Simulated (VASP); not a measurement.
WSe2: single point with PBE

WSe2:

```
W Se
1.0
     0.00000    3.10159    3.10159
     3.10159    0.00000    3.10159
     3.10159    3.10159    0.00000
W Se
1 2
Direct
  0.50000 0.50000 0.50000
  0.25000 0.25000 0.25000
  0.00000 0.00000 0.00000
```

The cell was built from a structure type or drawn by symmetry, and may not be a known phase.

```json
{"Program": "VASP 6.6.1", "Task": "single point", "Functional": "PBE", "Potentials or basis": "VASP PAW PBE potentials, release 64 (W_sv, Se)", "Cutoff": "520 eV", "k mesh": "14 × 14 × 14", "Occupations": "gaussian, width 0.1 eV", "Spin": "no spin polarisation", "Dipole correction": "no", "Further INCAR settings": "ALGO = Normal; EDIFF = 1e-06; NBANDS = 20"}
```

The pressure is 0.1 GPa and the band gap on the k mesh is zero (bands 13 and 14 overlap by 2.06 eV).

Levels at points of the mesh, in eV from the Fermi level:
| k point | band 11 | band 12 | band 13 | band 14 | band 15 | band 16 |
| --- | --- | --- | --- | --- | --- | --- |
| (0.00, 0.00, 0.00) | -3.24 | -3.24 | -1.47 | -1.47 | 0.44 | 2.79 |
| (0.50, 0.00, 0.00) | -2.55 | -0.71 | 0.50 | 0.50 | 0.96 | 1.85 |
| (0.50, 0.50, 0.00) | -1.20 | -1.20 | -0.72 | -0.24 | 0.63 | 2.48 |

Wall time 96 s on 1 thread of Intel(R) Xeon(R) Platinum 8488C (Sapphire Rapids), on a shared host, peak memory 0.28 GiB.

Caveat: spin-orbit coupling is left out, which moves the levels of the heavy elements.
